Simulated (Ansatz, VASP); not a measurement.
Two plane-wave programs on Ni

The input POSCAR:

```
Ni
1.0
    0.0000000000      1.7380692641      1.7380692641
    1.7380692641      0.0000000000      1.7380692641
    1.7380692641      1.7380692641      0.0000000000
Ni
1
Direct
    0.0000000000      0.0000000000      0.0000000000
```

The input INCAR.step1:

```
SYSTEM = Ni
ALGO = Normal ; EDIFF = 1E-4
ENCUT = 520 ; GGA = PE
ISMEAR = 0 ; ISPIN = 2
LASPH = .True. ; LCHARG = .False.
LMAXMIX = 4 ; LREAL = .False.
LWAVE = .True. ; MAGMOM = 0.807
NBANDS = 15 ; NELM = 150
PREC = Accurate ; SIGMA = 0.03
```

INCAR.step2

```
SYSTEM = Ni
ALGO = Normal ; EDIFF = 1E-7
ENCUT = 520 ; ISIF = 2
ISMEAR = 0 ; ISPIN = 2
ISTART = 1 ; LASPH = .True.
LCHARG = .True. ; LELF = .True.
LMAXMIX = 4 ; LMIXTAU = .True.
LORBIT = 11 ; LREAL = .False.
LVHAR = .True. ; LWAVE = .False.
MAGMOM = 0.807 ; METAGGA = R2SCAN
NBANDS = 15 ; NELM = 150
PREC = Accurate ; SIGMA = 0.03
```

The input KPOINTS:

```
k-points
0
Gamma
  15 15 15
  0 0 0
```

Input for Ansatz:

```yaml
crystal:
  lattice:
    - [0.0, 1.7380692641, 1.7380692641]
    - [1.7380692641, 0.0, 1.7380692641]
    - [1.7380692641, 1.7380692641, 0.0]
  atoms:
    - { symbol: Ni, position: [0.0, 0.0, 0.0], spin: 0.807 }
hamiltonian:
  xc: r2scan
  pseudopotentials:
    kind: paw
    azcp:
      Ni: "pseudopotentials/Ni.paw.azcp"
basis:
  ecutwfc: 500
  fft_grid_basis: typed
kpoints:
  mp_grid: { grid: [15, 15, 15], shift: [0, 0, 0] }
magnetization:
  spin_polarized: true
scf:
  occupations: { method: gaussian, width: 0.03 }
  lower_state_search: "off"
output:
  stress: true
  write_density: true
  write_potential: true
  elf: true
  volumetric_format: npy
```

Alike in both runs: task single point; functional r2SCAN; k mesh 15 × 15 × 15; occupations gaussian, width 0.03 eV; collinear spin.

|  | VASP | Ansatz |
| --- | --- | --- |
| version | VASP 6.6.1 | Ansatz 0.2.0 |
| potentials or method | VASP PAW PBE potentials, release 64 (Ni), cutoff 520 eV | plane waves (500 eV) with PAW, scalar-relativistic |
| valence electrons in the cell | 10 | 18 |

Ansatz gave:

| Quantity | Value |
| --- | --- |
| pressure (GPa) | 0.0 |
| net moment per atom (μB) | 0.72 |
| size of the moment on the site where the two differ most (μB) | 0.79 |

Question: Estimate VASP's values.

Answer: Pressure (GPa): 0.1; net moment per atom (μB): 0.69; size of the moment on the site where the two differ most (μB): 0.70.

VASP's potentials were made for PBE, not for r2SCAN. Site moments also hang on the region over which each program counts them. The functional is the same, so the differences come from potentials, cutoffs and numerics. VASP's potentials hold 10 valence electrons a cell and Ansatz's 18, so a difference there can come from the potentials and not from the codes. Ansatz's warnings: stability check not made.
